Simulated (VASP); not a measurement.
Set up this calculation in VASP 6.6.1, as the native input.

| Quantity | Value |
| --- | --- |
| Task | relaxation of cell and atoms |
| Functional | PBE |
| Potentials or basis | VASP PAW PBE potentials, release 64 (Cd, Si) |
| Cutoff | 600 eV |
| k mesh | 6 × 6 × 2 |
| Occupations | gaussian, width 0.1 eV |
| Spin | no spin polarisation |
| Dipole correction | no |
| Further INCAR settings | ALGO = Normal; EDIFF = 1e-07; IBRION = 2; EDIFFG = -0.04; NSW = 90; ISIF = 3 |

The structure of CdSi2 lies in POSCAR:

```
CdSi2
1.0
    3.4262854600      0.0000000000      0.0000000000
   -1.7131427300      2.9672502500      0.0000000000
    0.0000000000      0.0000000000      8.8128631600
Cd Si
2 4
Direct
    0.3333333300      0.6666666700      0.2500000000
    0.6666666700      0.3333333300      0.7500000000
    0.3333333300      0.6666666700      0.9520462800
    0.6666666700      0.3333333300      0.0479537200
    0.6666666700      0.3333333300      0.4520462800
    0.3333333300      0.6666666700      0.5479537200
```

The cell was generated, and may not be a known phase.

These files were run (other wordings do the same):

INCAR

```
SYSTEM = CdSi2
ALGO = Normal ; EDIFF = 1E-7
EDIFFG = -0.04 ; ENCUT = 600
GGA = PE ; IBRION = 2
ISIF = 3 ; ISMEAR = 0
LASPH = .True. ; LCHARG = .False.
LREAL = .False. ; LWAVE = .False.
NELM = 60 ; NSW = 90
PREC = Accurate ; SIGMA = 0.1
```

KPOINTS

```
k-points
0
Gamma
  6 6 2
  0 0 0
```

Potentials or basis: VASP PAW PBE potentials, release 64 (Cd, Si).

The run is started by

```bash
$ cat potpaw_PBE.64/Cd/POTCAR potpaw_PBE.64/Si/POTCAR > POTCAR
$ mpirun -np 1 vasp_std > vasp.out
```

Results of the run:

The relaxed volume is 21.31 Å³/atom and the relaxed cell is a = 3.748 Å, b = 3.748 Å, c = 10.510 Å, α = 90.00°, β = 90.00°, γ = 120.00°. The space group after relaxing (to 0.1 Å) is P6_3/mmc (No. 194), the energy gained by relaxing is 698.1 meV/atom and the ionic steps are 9. The pressure after relaxing is -0.3 GPa, the largest force after relaxing is 0.009 eV/Å and the band gap on the k mesh is zero (bands 20 and 21 overlap by 1.77 eV).

Caveat: the volume moved by over 15 % at a fixed basis, so the end points are rough.

Run time: 5 min on 1 thread of Oxide Virtual Turin-like Processor (shared host), peak memory 0.2 GiB.
